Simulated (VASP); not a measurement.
Write the native input for VASP 6.6.1 that does the following.

| Quantity | Value |
| --- | --- |
| Task | single point |
| Functional | PBEsol |
| Potentials or basis | VASP PAW PBE potentials, release 64 (C) |
| Cutoff | 520 eV |
| k mesh | 14 × 14 × 14 |
| Occupations | gaussian, width 0.02 eV |
| Spin | no spin polarisation |
| Dipole correction | no |
| Further INCAR settings | ALGO = Normal; EDIFF = 1e-07; NBANDS = 11 |

The structure of C lies in POSCAR:

```
C
1.0
    0.0000000000      2.0190547500      3.2896778400
    1.2966574800      0.0000000000      3.2896778400
    1.2966574800      2.0190547500      0.0000000000
C
2
Direct
    0.2254382181      0.7745617819      0.2254382181
    0.7745617819      0.2254382181      0.7745617819
```

This cell differs from its parent crystal: strained.

The input as run:

INCAR

```
SYSTEM = C
ALGO     = Normal         ! electronic algorithm
EDIFF    = 1E-7           ! SCF threshold, eV
ENCUT    = 520            ! plane-wave cutoff, eV
GGA      = PS             ! functional
ISIF     = 2              ! what is computed and relaxed
ISMEAR   = 0              ! smearing method
LASPH    = .True.         ! aspherical terms in the spheres
LCHARG   = .False.        ! write CHGCAR
LREAL    = .False.        ! projectors in reciprocal space
LWAVE    = .False.        ! write WAVECAR
NBANDS   = 11             ! bands
NELM     = 100            ! most SCF steps
PREC     = Accurate       ! precision mode
SIGMA    = 0.02           ! smearing width, eV
```

KPOINTS

```
k-points
0
Gamma
  14 14 14
  0 0 0
```

Potentials or basis: VASP PAW PBE potentials, release 64 (C).

Run with:

```console
$ cat potpaw_PBE.64/C/POTCAR > POTCAR
$ mpirun -np 1 vasp_std > vasp.out
```

It gave:

```json
{
  "Pressure": "22.1 GPa",
  "Largest force": "6.591 eV/Å",
  "Band gap on the k mesh": "zero (band 4 reaches 7.91 eV, above the bottom of band 5 at 4.28 eV)"
}
```

Caveat: the cell differs from its parent crystal (strained); the PAW data sets were made with another functional, which shifts forces and pressure a little.

It took 60 s on 1 thread of Intel(R) Xeon(R) Platinum 8488C (Sapphire Rapids), on a shared host, peak memory 0.18 GiB.
